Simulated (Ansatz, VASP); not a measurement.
# Two plane-wave programs on Sb

The input INCAR:

```
SYSTEM = Sb
ALGO = Normal ; EDIFF = 1E-6
ENCUT = 520 ; GGA = PS
ISIF = 2 ; ISMEAR = -1
LASPH = .TRUE. ; LCHARG = .FALSE.
LREAL = .FALSE. ; LWAVE = .FALSE.
NBANDS = 8 ; NELM = 80
PREC = Accurate ; SIGMA = 0.1
```

The input KPOINTS:

```
k-points
0
G
  12 12 12
  0 0 0
```

The input POSCAR:

```
Sb
1.0
    2.9317245859      0.0000000000      0.0000000000
    0.0000000000      2.9317245859      0.0000000000
    0.0000000000      0.0000000000      2.9317245859
Sb
1
Direct
    0.0000000000      0.0000000000      0.0000000000
```

Input for Ansatz:

```yaml
crystal:
  lattice:
    - [2.9317245859, 0.0, 0.0]
    - [0.0, 2.9317245859, 0.0]
    - [0.0, 0.0, 2.9317245859]
  atoms:
    - { symbol: Sb, position: [0.0, 0.0, 0.0] }
hamiltonian:
  xc: pbesol
  pseudopotentials:
    kind: paw
    azcp:
      Sb: "pseudopotentials/Sb.paw.azcp"
basis:
  ecutwfc: 420
  fft_grid_basis: typed
kpoints:
  mp_grid: { grid: [12, 12, 12], shift: [0, 0, 0] }
magnetization:
  spin_polarized: false
scf:
  occupations: { method: fermi_dirac, width: 0.1 }
  lower_state_search: "off"
output:
  stress: true
```

Alike in both runs: task single point; functional PBEsol; k mesh 12 × 12 × 12; occupations fermi-dirac, width 0.1 eV; no spin polarisation.

```csv
,VASP,Ansatz
version,VASP 6.6.1,Ansatz 0.2.0
potentials or method,"VASP PAW PBE potentials, release 64 (Sb), cutoff 520 eV","plane waves (420 eV) with PAW, scalar-relativistic"
valence electrons in the cell,5,15
```

```tsv
	VASP	Ansatz	Ansatz less VASP
pressure (GPa)	11.2	10.8	-0.39
```

VASP's potentials were made for PBE, not for PBEsol, and Ansatz warns of the same on its side. With one functional, cell and mesh, what is left measures potentials, basis and numerics. VASP's potentials hold 5 valence electrons a cell and Ansatz's 15, so a difference there can come from the potentials and not from the codes.

Neither program's run includes spin-orbit coupling.
